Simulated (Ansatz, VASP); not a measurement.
# B2SbP3: VASP beside Ansatz

```
B Sb P
1.0
     3.18008    0.00000    0.00000
    -1.59004    2.75403    0.00000
     0.00000    0.00000    9.85989
B Sb P
2 1 3
Direct
  0.33333 0.66667 0.65013
  0.66667 0.33333 0.34987
  0.00000 0.00000 0.00000
  0.00000 0.00000 0.50000
  0.33333 0.66667 0.26844
  0.66667 0.33333 0.73156
```

Change from the starting cell: species swapped into the In3SbTe2 type (P-3m1, No. 164).

Alike in both runs: functional PBE; k mesh 6 × 6 × 2; occupations gaussian, width 0.1 eV; no spin polarisation.

Ansatz relaxed the structure, and its values are those at the end. VASP's run is a single point on that final structure, the one shown.

|  | VASP | Ansatz |
| --- | --- | --- |
| version | VASP 6.6.1 | Ansatz 0.2.0 |
| potentials or method | VASP PAW PBE potentials, release 64 (B, Sb, P), cutoff 520 eV | scalar-relativistic, plane waves, PAW |
| valence electrons in the cell | 26 | 36 |

```tsv
	VASP	Ansatz	Ansatz less VASP
gap on the k mesh at the Fermi level (eV)	none	none	-
pressure (GPa)	-0.1	0.1	+0.20
rms of the force components (eV/Å)	0.007	0.005	-0.0022
```

A gap of «none» marks a metal or a gap that the smearing closes. With one functional, cell and mesh, what is left measures potentials, basis and numerics. VASP's potentials hold 26 valence electrons a cell and Ansatz's 36, so a difference there can come from the potentials and not from the codes.

The k mesh is coarse, so the values compare programs but aren't converged. Neither program's run includes spin-orbit coupling.
